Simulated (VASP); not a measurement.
BN, 2 atoms in the cell. Symmetry: R3m, No. 160, trigonal system. Conventional cell: a = 2.502 Å, b = 2.502 Å, c = 10.119 Å, α = 90.00°, β = 90.00°, γ = 120.00°. Within 1.9 Å of B (site symmetry 3m) lie 3 N at 1.44 Å. Within 1.9 Å of N (site symmetry 3m) lie 3 B at 1.44 Å. 

| Property | Result |
| --- | --- |
| Program | VASP 6.6.1 |
| Task | phonons |
| Functional | r2SCAN |
| Potentials or basis | VASP PAW PBE potentials, release 64 (B, N) |
| Cutoff | 520 eV |
| k mesh | 4 × 4 × 4 |
| Occupations | gaussian, width 0.01 eV |
| Spin | no spin polarisation |
| Dipole correction | no |
| Further INCAR settings | ALGO = Normal; EDIFF = 1e-08; NBANDS = 11; IBRION = 6; POTIM = 0.015; NSW = 1 |

Potentials or basis: VASP PAW PBE potentials, release 64 (B, N).

Launch:

```sh
$ cat potpaw_PBE.64/B/POTCAR potpaw_PBE.64/N/POTCAR > POTCAR
$ mpirun -np 1 vasp_std > vasp.out
```

Hardware: 1 thread of AMD EPYC 7R13 Processor (Zen 3), on a shared host.

How long does it take, and how much memory?

It took 5 min on 1 thread of AMD EPYC 7R13 Processor (Zen 3) (shared host), peak memory 0.13 GiB. Counts: scf iterations 124, k points 13.
